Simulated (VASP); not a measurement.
# Mn3Sb (Pm-3m) in VASP: further runs

Runs on Mn3Sb. Level: r2SCAN. Tasks: single point.

Everything below comes from runs of VASP 6.6.1. Logs are shortened: lines on timing, memory, paths and dates and some standing lists are left out, and cuts for length are marked.

**1. The cell of the first run**

It takes space group Pm-3m (No. 221, cubic). Conventional cell: a = 4.035 Å, b = 4.035 Å, c = 4.035 Å, α = 90.00°, β = 90.00°, γ = 90.00°. Mn (site symmetry 4/mmm) has 8 Mn at 2.85 Å and 4 Sb at 2.85 Å within 3.8 Å. Sb (site symmetry m-3m) has 12 Mn at 2.85 Å within 3.8 Å.

**2. Single point, r2SCAN**

POSCAR

```
Mn3Sb
1.0
    4.0347720000      0.0000000000      0.0000000000
    0.0000000000      4.0347720000      0.0000000000
    0.0000000000      0.0000000000      4.0347720000
Mn Sb
3 1
Direct
    0.0000000000      0.5000000000      0.5000000000
    0.5000000000      0.0000000000      0.5000000000
    0.5000000000      0.5000000000      0.0000000000
    0.0000000000      0.0000000000      0.0000000000
```

INCAR.step1

```
PREC     = Accurate       # precision mode
ENCUT    = 520            # plane-wave cutoff, eV
ISMEAR   = -5             # smearing method
SIGMA    = 0.1            # smearing width, eV
LREAL    = False          # projectors in reciprocal space
LASPH    = True           # aspherical terms in the spheres
NELM     = 100            # most SCF steps
NBANDS   = 30             # bands
GGA      = PE             # functional
ALGO     = Normal         # electronic algorithm
EDIFF    = 1E-4           # SCF threshold, eV
LWAVE    = True           # write WAVECAR
LCHARG   = False          # write CHGCAR
```

INCAR.step2

```
PREC     = Accurate       # precision mode
ENCUT    = 520            # plane-wave cutoff, eV
EDIFF    = 1E-7           # SCF threshold, eV
ISMEAR   = -5             # smearing method
SIGMA    = 0.1            # smearing width, eV
LREAL    = False          # projectors in reciprocal space
LASPH    = True           # aspherical terms in the spheres
NELM     = 100            # most SCF steps
ALGO     = Normal         # electronic algorithm
ISIF     = 2              # what is computed and relaxed
LWAVE    = False          # write WAVECAR
LCHARG   = False          # write CHGCAR
METAGGA  = R2SCAN         # meta-GGA
LMIXTAU  = True         
NBANDS   = 30             # bands
ISTART   = 1
```

KPOINTS

```
Automatic mesh
0
Gamma
  5 5 5
```

Potentials or basis: VASP PAW PBE potentials, release 64 (Mn_pv, Sb).

The run is started by

```bash
> cat potpaw_PBE.64/Mn_pv/POTCAR potpaw_PBE.64/Sb/POTCAR > POTCAR
> cp INCAR.step1 INCAR
> mpirun -np 1 vasp_std > vasp.out
> cp INCAR.step2 INCAR
> mpirun -np 1 vasp_std > vasp.out
```

OUTCAR:

```text
PREC = Accurate
   ENCUT = 520
   EDIFF = 1E-7
   ISMEAR = -5
   LREAL = False
   LASPH = True
   NELM = 100
   ISIF = 2
   METAGGA = R2SCAN
   ISTART = 1

 ion  position               nearest neighbor table
   1  0.000  0.500  0.500-   2 2.85   3 2.85   4 2.85   3 2.85   4 2.85   2 2.85   4 2.85   4 2.85
                             2 2.85   3 2.85   3 2.85   2 2.85
   2  0.500  0.000  0.500-   1 2.85   3 2.85   4 2.85   3 2.85   4 2.85   1 2.85   3 2.85   3 2.85
                             1 2.85   4 2.85   4 2.85   1 2.85
   3  0.500  0.500  0.000-   1 2.85   2 2.85   4 2.85   1 2.85   2 2.85   2 2.85   4 2.85   2 2.85
                             1 2.85   4 2.85   1 2.85   4 2.85
   4  0.000  0.000  0.000-   1 2.85   2 2.85   3 2.85   1 2.85   2 2.85   1 2.85   3 2.85   1 2.85
                             2 2.85   3 2.85   2 2.85   3 2.85

  LATTYP: Found a simple cubic cell.
 ALAT       =     4.0347720000

  Lattice vectors:

 A1 = (   4.0347720000,   0.0000000000,   0.0000000000)
 A2 = (   0.0000000000,   4.0347720000,   0.0000000000)
 A3 = (   0.0000000000,   0.0000000000,   4.0347720000)

Analysis of symmetry for initial positions (statically):
=====================================================================
 Subroutine PRICEL returns:
 Original cell was already a primitive cell.

 Routine SETGRP: Setting up the symmetry group for a
 simple cubic supercell.

 Subroutine GETGRP returns: Found 48 space group operations
 (whereof 48 operations were pure point group operations)
 out of a pool of 48 trial point group operations.

The static configuration has the point symmetry O_h .

Analysis of symmetry for dynamics (positions and initial velocities):
=====================================================================
 Subroutine PRICEL returns:
 Original cell was already a primitive cell.

 Routine SETGRP: Setting up the symmetry group for a
 simple cubic supercell.

 Subroutine GETGRP returns: Found 48 space group operations
 (whereof 48 operations were pure point group operations)
 out of a pool of 48 trial point group operations.

The dynamic configuration has the point symmetry O_h .

 Subroutine INISYM returns: Found 48 space group operations
 (whereof 48 operations are pure point group operations),
 and found     1 'primitive' translations

----------------------------------------------------------------------------------------

                                     Primitive cell

  volume of cell :      65.6836

  direct lattice vectors                    reciprocal lattice vectors
     4.034772000  0.000000000  0.000000000     0.247845479  0.000000000  0.000000000
     0.000000000  4.034772000  0.000000000     0.000000000  0.247845479  0.000000000
     0.000000000  0.000000000  4.034772000     0.000000000  0.000000000  0.247845479

  length of vectors
     4.034772000  4.034772000  4.034772000     0.247845479  0.247845479  0.247845479

  position of ions in fractional coordinates (direct lattice)
     0.000000000  0.500000000  0.500000000
     0.500000000  0.000000000  0.500000000
     0.500000000  0.500000000  0.000000000
     0.000000000  0.000000000  0.000000000

  ion indices of the primitive-cell ions
   primitive index   ion index
                 1           1
                 2           2
                 3           3
                 4           4

----------------------------------------------------------------------------------------

 KPOINTS: Automatic mesh

Automatic generation of k-mesh.
 Grid dimensions read from file:
 generate k-points for:    5    5    5

 Generating k-lattice:

  Cartesian coordinates                     Fractional coordinates (reciprocal lattice)
     0.049569096  0.000000000  0.000000000     0.200000000  0.000000000  0.000000000
     0.000000000  0.049569096  0.000000000     0.000000000  0.200000000  0.000000000
     0.000000000  0.000000000  0.049569096     0.000000000  0.000000000  0.200000000

  Length of vectors
     0.049569096  0.049569096  0.049569096

  Shift w.r.t. Gamma in fractional coordinates (k-lattice)
     0.000000000  0.000000000  0.000000000

 TETIRR: Found     57 inequivalent tetrahedra from      750

 Subroutine IBZKPT returns following result:
 ===========================================

 Found     10 irreducible k-points:

 Following reciprocal coordinates:
            Coordinates               Weight
  0.000000  0.000000  0.000000      1.000000
  0.200000  0.000000  0.000000      6.000000
  0.400000  0.000000  0.000000      6.000000
  0.200000  0.200000  0.000000     12.000000
  0.400000  0.200000  0.000000     24.000000
  0.400000  0.400000  0.000000     12.000000
  0.200000  0.200000  0.200000      8.000000
  0.400000  0.200000  0.200000     24.000000
  0.400000  0.400000  0.200000     24.000000
  0.400000  0.400000  0.400000      8.000000
   k-points           NKPTS =     10   k-points in BZ     NKDIM =     10   number of bands    NBANDS=     30
   number of dos      NEDOS =    301   number of ions     NIONS =      4
   total plane-waves  NPLWV =  27000
   dimension x,y,z NGX =    30 NGY =   30 NGZ =   30
   dimension x,y,z NGXF=    60 NGYF=   60 NGZF=   60
   ions per type =               3   1
   NGX,Y,Z   is equivalent  to a cutoff of  12.36, 12.36, 12.36 a.u.
   NGXF,Y,Z  is equivalent  to a cutoff of  24.72, 24.72, 24.72 a.u.
 SYSTEM =  unknown system
   PREC   = accura    normal or accurate (medium, high low for compatibility)
   ISTART =      1    job   : 0-new  1-cont  2-samecut
   ICHARG =      0    charge: 1-file 2-atom 10-const
   ISPIN  =      1    spin polarized calculation?
   LNONCOLLINEAR =      F non collinear calculations
   LSORBIT =      F    spin-orbit coupling
   LASPH  =      T    aspherical Exc in radial PAW
   ENCUT  =  520.0 eV  38.22 Ry    6.18 a.u.   7.50  7.50  7.50*2*pi/ulx,y,z
   NELM   =    100;   NELMIN=  2; NELMDL=  0     # of ELM steps
   EDIFF  = 0.1E-06   stopping-criterion for ELM
   LREAL  =      F    real-space projection
   EDIFFG = 0.1E-05   stopping-criterion for IOM
   NSW    =      0    number of steps for IOM
   IBRION =     -1    ionic relax: 0-MD 1-quasi-New 2-CG
   NFREE  =      0    steps in history (QN), initial steepest desc. (CG)
   ISIF   =      2    stress and relaxation
   ISYM   =      2    0-nonsym 1-usesym 2-fastsym
   POTIM  = 0.5000    time-step for ionic-motion
   TEBEG  =    0.0;   TEEND  =   0.0 temperature during run
   PSTRESS=    0.0 pullay stress
   NELECT =      44.0000    total number of electrons
   NUPDOWN=      -1.0000    fix difference up-down
   EMIN   =  10.00;   EMAX   =-10.00  energy-range for DOS
   EFERMI =   0.00;   METHOD = LEGACY
   ISMEAR =    -5;   SIGMA  =   0.10  broadening in eV -4-tet -1-fermi 0-gaus
   EFERMI_NEDOS =   21; number of points for ismear=-14 and -15
   IALGO  =     38    algorithm
   IMIX   =      4    mixing-type and parameters
     AMIX     =   0.40;   BMIX     =  1.00
     AMIX_MAG =   1.60;   BMIX_MAG =  1.00
  volume/ion in A,a.u.               =      16.42       110.81
  Fermi-wavevector in a.u.,A,eV,Ry     =   1.432430  2.706900 27.917190  2.051856
  Thomas-Fermi vector in A             =   2.552058
   LORBIT       =      0    0 simple, 1 ext, 2 COOP (PROOUT), +10 PAW based schemes
   METAGGA = R2SCAN    functional components
   LHFCALC =     F    Hartree Fock is set to
   AEXX    =    0.0000 exact exchange contribution
   IVDW    =     0    specifies the selected vdW correction
   LEPSILON=     F    determine dielectric tensor
   LRPA    =     F    only Hartree local field effects (RPA)
 non-spin polarized calculation
 Fermi weights with tetrahedron method with Bloechl corrections
  energy-cutoff  :      520.00
  volume of cell :       65.68
 maximum number of plane-waves:      1791
 NGX is ok and might be reduce to    30
   NGX = 15   NGY = 15   NGZ = 15

 number of electron      44.0000103 magnetization

 Free energy of the ion-electron system (eV)
  ---------------------------------------------------
  ext. energy  EPLUGINS =         0.00000000
  ---------------------------------------------------
  free energy    TOTEN  =       -64.94928288 eV

  energy without entropy =      -64.94928288  energy(sigma->0) =      -64.94928288

 E-fermi :   8.3382     XC(G=0): -12.8278

 val. band max:        8.3459116328   @ k =   0.4000   0.2000   0.0000
 cond. band min:       8.3351407643   @ k =   0.4000   0.2000   0.2000
 fundamental gap:     -0.0107708685
 Fermi energy:         8.3381750968

 k-point     1 :       0.0000    0.0000    0.0000
  band No.  band energies     occupation
      1     -41.3658      2.00000
      2     -41.3658      2.00000
      3     -41.3658      2.00000
      4     -41.2958      2.00000
      5     -41.2958      2.00000
      6     -41.2958      2.00000
[... 22 lines left out ...]
     29      10.6793      0.00000
     30      14.3124      0.00000

 k-point     2 :       0.2000    0.0000    0.0000
  band No.  band energies     occupation
      1     -41.3589      2.00000
      2     -41.3589      2.00000
      3     -41.3547      2.00000
      4     -41.2978      2.00000
      5     -41.2978      2.00000
      6     -41.2962      2.00000
[... 22 lines left out ...]
     29      11.3324      0.00000
     30      14.2488      0.00000

 k-point     3 :       0.4000    0.0000    0.0000
  band No.  band energies     occupation
      1     -41.3443      2.00000
      2     -41.3443      2.00000
      3     -41.3271      2.00000
      4     -41.3040      2.00000
      5     -41.3040      2.00000
      6     -41.2968      2.00000
[... 22 lines left out ...]
     29      11.1370      0.00000
     30      13.6140      0.00000

 k-point     4 :       0.2000    0.2000    0.0000
  band No.  band energies     occupation
      1     -41.3619      2.00000
      2     -41.3517      2.00000
      3     -41.3384      2.00000
      4     -41.3094      2.00000
      5     -41.2991      2.00000
      6     -41.2862      2.00000
[... 154 lines left out ...]
     29      10.9884      0.00000
     30      12.7377      0.00000

 k-point     9 :       0.4000    0.4000    0.2000
  band No.  band energies     occupation
      1     -41.3663      2.00000
      2     -41.3556      2.00000
      3     -41.3379      2.00000
      4     -41.3326      2.00000
      5     -41.2835      2.00000
      6     -41.2768      2.00000
[... 22 lines left out ...]
     29      10.2526      0.00000
     30      13.2344      0.00000

 k-point    10 :       0.4000    0.4000    0.4000
  band No.  band energies     occupation
      1     -41.3839      2.00000
      2     -41.3569      2.00000
      3     -41.3569      2.00000
      4     -41.3569      2.00000
      5     -41.2583      2.00000
      6     -41.2583      2.00000
[... 22 lines left out ...]
     29       9.5132      0.00000
     30      12.4340      0.00000

------------------------ aborting loop because EDIFF is reached ----------------------------------------

  FORCE on cell =-STRESS in cart. coord.  units (eV):
  Direction    XX          YY          ZZ          XY          YZ          ZX
  --------------------------------------------------------------------------------------
  -------------------------------------------------------------------------------------
  Total      -12.6987008    -12.6987008    -12.6987008     -0.0000000      0.0000000      0.0000000
  in kB     -309.7511145   -309.7511145   -309.7511145     -0.0000000      0.0000000      0.0000000
  external PRESSURE =    -309.7511145 kB  Pullay stress =       0.0000000 kB

 VOLUME and BASIS-vectors are now :
 -----------------------------------------------------------------------------
  energy-cutoff  :      520.00
  volume of cell :       65.68
      direct lattice vectors                 reciprocal lattice vectors
     4.034772000  0.000000000  0.000000000     0.247845479  0.000000000  0.000000000
     0.000000000  4.034772000  0.000000000     0.000000000  0.247845479  0.000000000
     0.000000000  0.000000000  4.034772000     0.000000000  0.000000000  0.247845479

 POSITION                                       TOTAL-FORCE (eV/Angst)
 -----------------------------------------------------------------------------------
      0.00000      2.01739      2.01739         0.000000      0.000000      0.000000
      2.01739      0.00000      2.01739         0.000000      0.000000      0.000000
      2.01739      2.01739      0.00000         0.000000      0.000000      0.000000
      0.00000      0.00000      0.00000         0.000000      0.000000      0.000000
 -----------------------------------------------------------------------------------
    total drift:                                0.000000      0.000000     -0.000000

  FREE ENERGIE OF THE ION-ELECTRON SYSTEM (eV)
  ---------------------------------------------------
  free  energy   TOTEN  =       -64.9492828754 eV

  energy  without entropy=      -64.9492828754  energy(sigma->0) =      -64.94928288
```

Wall time 92 s (1 thread of Intel Xeon 6975P-C (Granite Rapids), shared host); peak memory 0.18 GiB.

Results:

```
Free energy            : -64.9493 eV
Pressure               : -31.0 GPa
Band gap on the k mesh : zero (bands 22 and 23 overlap by 0.21 eV)
```

Levels at points of the mesh, in eV from the Fermi level:
| k point | band 19 | band 20 | band 21 | band 22 | band 23 | band 24 | band 25 | band 26 |
| --- | --- | --- | --- | --- | --- | --- | --- | --- |
| (0.00, 0.00, 0.00) | -1.89 | -0.20 | -0.20 | -0.20 | 0.54 | 0.54 | 0.72 | 1.01 |

Caveat: the cell stands under tension; the PAW data sets were made with another functional, which shifts forces and pressure a little; spin-orbit coupling is left out, which moves the levels of the heavy elements; the run has no spin polarisation, though such a crystal can be magnetic; tetrahedron occupations give inexact forces and stress in metals.

(Part 1 of 2 ends here.)
